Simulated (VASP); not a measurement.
# Cl (Cmce) in VASP: further runs, part 2 of 2

VASP 6.6.1. The steps go on from the part before.

### 5 Single point, PBE

This run uses another cell than the first one, of 29.05 Å³/atom, 1.064 times its volume.

INCAR

```
PREC     = Accurate       # precision mode
ENCUT    = 520            # plane-wave cutoff, eV
EDIFF    = 1E-6           # SCF threshold, eV
ISMEAR   = 0              # smearing method
SIGMA    = 0.03           # smearing width, eV
LREAL    = False          # projectors in reciprocal space
LASPH    = True           # aspherical terms in the spheres
NELM     = 60             # most SCF steps
ALGO     = Normal         # electronic algorithm
ISIF     = 2              # what is computed and relaxed
LWAVE    = False          # write WAVECAR
LCHARG   = True           # write CHGCAR
GGA      = PE             # functional
LELF     = True           # ELF
LVHAR    = True         
NBANDS   = 22             # bands
```

KPOINTS

```
regular mesh
0
Gamma
  7 7 4
```

POSCAR

```
Cl
1.0
    3.1450000000     -2.2500000000      0.0000000000
    3.1450000000      2.2500000000      0.0000000000
    0.0000000000      0.0000000000      8.2100000000
Cl
4
Direct
    0.3700000000      0.6300000000      0.4000000000
    0.1300000000      0.8700000000      0.9000000000
    0.6300000000      0.3700000000      0.6000000000
    0.8700000000      0.1300000000      0.1000000000
```

Potentials or basis: VASP PAW PBE potentials, release 64 (Cl).

Started as:

```sh
$ cat potpaw_PBE.64/Cl/POTCAR > POTCAR
$ mpirun -np 1 vasp_std > vasp.out
```

OUTCAR:

```text
PREC = Accurate
   ENCUT = 520
   EDIFF = 1E-6
   ISMEAR = 0
   LREAL = False
   LASPH = True
   NELM = 60
   ISIF = 2
   GGA = PE

 ion  position               nearest neighbor table
   1  0.370  0.630  0.400-   3 2.02
   2  0.130  0.870  0.900-   4 2.02
   3  0.630  0.370  0.600-   1 2.02
   4  0.870  0.130  0.100-   2 2.02

  LATTYP: Found a base centered orthorhombic cell.
 ALAT       =     4.5000000000
 B/A-ratio  =     1.3977777778
 C/A-ratio  =     1.8244444444

  Lattice vectors:

 A1 = (  -3.1450000000,  -2.2500000000,   0.0000000000)
 A2 = (   3.1450000000,  -2.2500000000,   0.0000000000)
 A3 = (   0.0000000000,   0.0000000000,   8.2100000000)

Analysis of symmetry for initial positions (statically):
=====================================================================
 Subroutine PRICEL returns:
 Original cell was already a primitive cell.

 Routine SETGRP: Setting up the symmetry group for a
 base centered orthorhombic supercell.

 Subroutine GETGRP returns: Found  8 space group operations
 (whereof  4 operations were pure point group operations)
 out of a pool of  8 trial point group operations.

The static configuration has the point symmetry C_2h.
 The point group associated with its full space group is D_2h.

Analysis of symmetry for dynamics (positions and initial velocities):
=====================================================================
 Subroutine PRICEL returns:
 Original cell was already a primitive cell.

 Routine SETGRP: Setting up the symmetry group for a
 base centered orthorhombic supercell.

 Subroutine GETGRP returns: Found  8 space group operations
 (whereof  4 operations were pure point group operations)
 out of a pool of  8 trial point group operations.

The dynamic configuration has the point symmetry C_2h.
 The point group associated with its full space group is D_2h.

 Subroutine INISYM returns: Found  8 space group operations
 (whereof  4 operations are pure point group operations),
 and found     1 'primitive' translations

----------------------------------------------------------------------------------------

                                     Primitive cell

  volume of cell :     116.1920

  direct lattice vectors                    reciprocal lattice vectors
     3.145000000 -2.250000000  0.000000000     0.158982512 -0.222222222  0.000000000
     3.145000000  2.250000000  0.000000000     0.158982512  0.222222222  0.000000000
     0.000000000  0.000000000  8.210000000     0.000000000  0.000000000  0.121802680

  length of vectors
     3.866978795  3.866978795  8.210000000     0.273236445  0.273236445  0.121802680

  position of ions in fractional coordinates (direct lattice)
     0.370000000  0.630000000  0.400000000
     0.130000000  0.870000000  0.900000000
     0.630000000  0.370000000  0.600000000
     0.870000000  0.130000000  0.100000000

  ion indices of the primitive-cell ions
   primitive index   ion index
                 1           1
                 2           2
                 3           3
                 4           4

----------------------------------------------------------------------------------------

 KPOINTS: regular mesh

Automatic generation of k-mesh.
 Grid dimensions read from file:
 generate k-points for:    7    7    4

 Generating k-lattice:

  Cartesian coordinates                     Fractional coordinates (reciprocal lattice)
     0.022711787 -0.031746032  0.000000000     0.142857143  0.000000000  0.000000000
     0.022711787  0.031746032  0.000000000     0.000000000  0.142857143  0.000000000
     0.000000000  0.000000000  0.030450670     0.000000000  0.000000000  0.250000000

  Length of vectors
     0.039033778  0.039033778  0.030450670

  Shift w.r.t. Gamma in fractional coordinates (k-lattice)
     0.000000000  0.000000000  0.000000000

 Subroutine IBZKPT returns following result:
 ===========================================

 Found     48 irreducible k-points:

 Following reciprocal coordinates:
            Coordinates               Weight
  0.000000  0.000000  0.000000      1.000000
  0.142857  0.000000  0.000000      4.000000
  0.285714 -0.000000  0.000000      4.000000
  0.428571 -0.000000  0.000000      4.000000
  0.142857  0.142857  0.000000      2.000000
  0.285714  0.142857  0.000000      4.000000
[... 16 lines left out ...]
  0.428571  0.142857  0.250000      8.000000
 -0.428571  0.142857  0.250000      8.000000
 [... further k-points ...]
   k-points           NKPTS =     48   k-points in BZ     NKDIM =     48   number of bands    NBANDS=     22
   number of dos      NEDOS =    301   number of ions     NIONS =      4
   total plane-waves  NPLWV =  57600
   dimension x,y,z NGX =    30 NGY =   30 NGZ =   64
   dimension x,y,z NGXF=    60 NGYF=   60 NGZF=  128
   ions per type =               4
   NGX,Y,Z   is equivalent  to a cutoff of  12.90, 12.90, 12.96 a.u.
   NGXF,Y,Z  is equivalent  to a cutoff of  25.79, 25.79, 25.92 a.u.
 SYSTEM =  unknown system
   PREC   = accura    normal or accurate (medium, high low for compatibility)
   ISTART =      0    job   : 0-new  1-cont  2-samecut
   ICHARG =      2    charge: 1-file 2-atom 10-const
   ISPIN  =      1    spin polarized calculation?
   LNONCOLLINEAR =      F non collinear calculations
   LSORBIT =      F    spin-orbit coupling
   LASPH  =      T    aspherical Exc in radial PAW
   ENCUT  =  520.0 eV  38.22 Ry    6.18 a.u.   7.19  7.19 15.27*2*pi/ulx,y,z
   NELM   =     60;   NELMIN=  2; NELMDL= -5     # of ELM steps
   EDIFF  = 0.1E-05   stopping-criterion for ELM
   LREAL  =      F    real-space projection
[... 7 lines left out ...]
   TEBEG  =    0.0;   TEEND  =   0.0 temperature during run
   PSTRESS=    0.0 pullay stress
   NELECT =      28.0000    total number of electrons
   NUPDOWN=      -1.0000    fix difference up-down
   EMIN   =  10.00;   EMAX   =-10.00  energy-range for DOS
   EFERMI =   0.00;   METHOD = LEGACY
   ISMEAR =     0;   SIGMA  =   0.03  broadening in eV -4-tet -1-fermi 0-gaus
   EFERMI_NEDOS =   21; number of points for ismear=-14 and -15
   IALGO  =     38    algorithm
   IMIX   =      4    mixing-type and parameters
     AMIX     =   0.40;   BMIX     =  1.00
     AMIX_MAG =   1.60;   BMIX_MAG =  1.00
  volume/ion in A,a.u.               =      29.05       196.03
  Fermi-wavevector in a.u.,A,eV,Ry     =   1.018753  1.925163 14.120900  1.037857
  Thomas-Fermi vector in A             =   2.152228
   LORBIT       =      0    0 simple, 1 ext, 2 COOP (PROOUT), +10 PAW based schemes
   GGA     = PE    functional components
   LHFCALC =     F    Hartree Fock is set to
   AEXX    =    0.0000 exact exchange contribution
   IVDW    =     0    specifies the selected vdW correction
   LEPSILON=     F    determine dielectric tensor
   LRPA    =     F    only Hartree local field effects (RPA)
 non-spin polarized calculation
 Gauss-broadening in eV      SIGMA  =   0.03
  energy-cutoff  :      520.00
  volume of cell :      116.19
 maximum number of plane-waves:      3157
 NGX is ok and might be reduce to    30
   NGX = 15   NGY = 15   NGZ = 31

 number of electron      27.9999999 magnetization

 Free energy of the ion-electron system (eV)
  ---------------------------------------------------
  ext. energy  EPLUGINS =         0.00000000
  ---------------------------------------------------
  free energy    TOTEN  =        -7.31312778 eV

  energy without entropy =       -7.31312778  energy(sigma->0) =       -7.31312778

 E-fermi :  -0.4582     XC(G=0):  -7.7354

 val. band max:       -0.6244722374   @ k =  -0.4286   0.4286   0.0000
 cond. band min:       1.9161620615   @ k =   0.1429   0.0000   0.0000
 fundamental gap:      2.5406342989
 Fermi energy:        -0.4581610259

 k-point     1 :       0.0000    0.0000    0.0000
  band No.  band energies     occupation
      1     -17.2016      2.00000
      2     -16.9987      2.00000
      3     -13.2256      2.00000
      4     -12.6883      2.00000
      5      -5.9059      2.00000
      6      -5.1082      2.00000
[... 14 lines left out ...]
     21       9.6063      0.00000
     22       9.9346      0.00000
[... 552 lines left out ...]
  band No.  band energies     occupation
      1     -16.9500      2.00000
      2     -16.9373      2.00000
      3     -12.9938      2.00000
      4     -12.9687      2.00000
      5      -5.6091      2.00000
      6      -5.5841      2.00000
[... 14 lines left out ...]
     21       9.9258      0.00000
     22      10.2252      0.00000

 [... further k-points ...]

------------------------ aborting loop because EDIFF is reached ----------------------------------------

  FORCE on cell =-STRESS in cart. coord.  units (eV):
  Direction    XX          YY          ZZ          XY          YZ          ZX
  --------------------------------------------------------------------------------------
  -------------------------------------------------------------------------------------
  Total        0.8682538      0.0544271     -0.3077849      0.0000000      0.0000000      0.0000000
  in kB       11.9723932      0.7504972     -4.2440606      0.0000000      0.0000000      0.0000000
  external PRESSURE =       2.8262766 kB  Pullay stress =       0.0000000 kB

 VOLUME and BASIS-vectors are now :
 -----------------------------------------------------------------------------
  energy-cutoff  :      520.00
  volume of cell :      116.19
      direct lattice vectors                 reciprocal lattice vectors
     3.145000000 -2.250000000  0.000000000     0.158982512 -0.222222222  0.000000000
     3.145000000  2.250000000  0.000000000     0.158982512  0.222222222  0.000000000
     0.000000000  0.000000000  8.210000000     0.000000000  0.000000000  0.121802680

 POSITION                                       TOTAL-FORCE (eV/Angst)
 -----------------------------------------------------------------------------------
      3.14500      0.58500      3.28400         0.000000     -0.159690      0.070444
      3.14500      1.66500      7.38900         0.000000      0.159690      0.070444
      3.14500     -0.58500      4.92600         0.000000      0.159690     -0.070444
      3.14500     -1.66500      0.82100         0.000000     -0.159690     -0.070444
 -----------------------------------------------------------------------------------
    total drift:                                0.000000     -0.000000      0.000000

  FREE ENERGIE OF THE ION-ELECTRON SYSTEM (eV)
  ---------------------------------------------------
  free  energy   TOTEN  =        -7.3131277823 eV

  energy  without entropy=       -7.3131277823  energy(sigma->0) =       -7.31312778
```

Wall time 84 s (1 thread of Intel Xeon Platinum 8259CL at 2.50GHz (Skylake/Cascade Lake), shared host); peak memory 0.25 GiB.

Results:

| Property | Result |
| --- | --- |
| Free energy | -7.3131 eV |
| Pressure | 0.3 GPa |
| Largest force | 0.175 eV/Å |
| Band gap on the k mesh | 2.54 eV, indirect (least direct gap 2.59 eV) |

Forces in eV/Å, atoms in the order of the input:
```
Cl   0.000 -0.160  0.070
Cl   0.000  0.160  0.070
Cl   0.000  0.160 -0.070
Cl   0.000 -0.160 -0.070
```

Levels at points of the mesh, in eV from the valence-band top:
```csv
k point,band 12,band 13,band 14,band 15,band 16,band 17
"(0.00, 0.00, 0.00)",-0.40,-0.14,-0.05,2.54,3.11,6.94
"(0.00, 0.00, 0.50)",-0.64,-0.10,-0.10,2.74,2.74,7.51
```

A k mesh can miss the band edges. As with any semilocal functional, this PBE gap is likely too small.

### 6 The runs side by side

| cell | smearing | gap on the mesh (eV) | pressure (GPa) | largest force (eV/Å) |
| --- | --- | --- | --- | --- |
| a = 3.788, b = 3.788, c = 8.042 Å, angles 90.0, 90.0, 71.2°, 4 atoms | fermi-dirac 0.05 eV | 2.77 | 2.2 | 0.60 |
| a = 3.815, b = 3.815, c = 8.099 Å, angles 90.0, 90.0, 71.2°, 4 atoms | fermi-dirac 0.05 eV | 2.69 | 1.5 | 0.34 |
| a = 3.841, b = 3.841, c = 8.155 Å, angles 90.0, 90.0, 71.2°, 4 atoms | fermi-dirac 0.05 eV | 2.62 | 0.9 | 0.12 |
| a = 3.867, b = 3.867, c = 8.210 Å, angles 90.0, 90.0, 71.2°, 4 atoms | gaussian 0.03 eV | 2.54 | 0.3 | 0.17 |

Alike in all rows: task single point; level PBE; potentials or basis VASP PAW PBE potentials, release 64 (Cl); no spin polarisation; k mesh 7 × 7 × 4; cutoff (eV) 520.

Absolute energies hang on the potentials; compare differences alone.
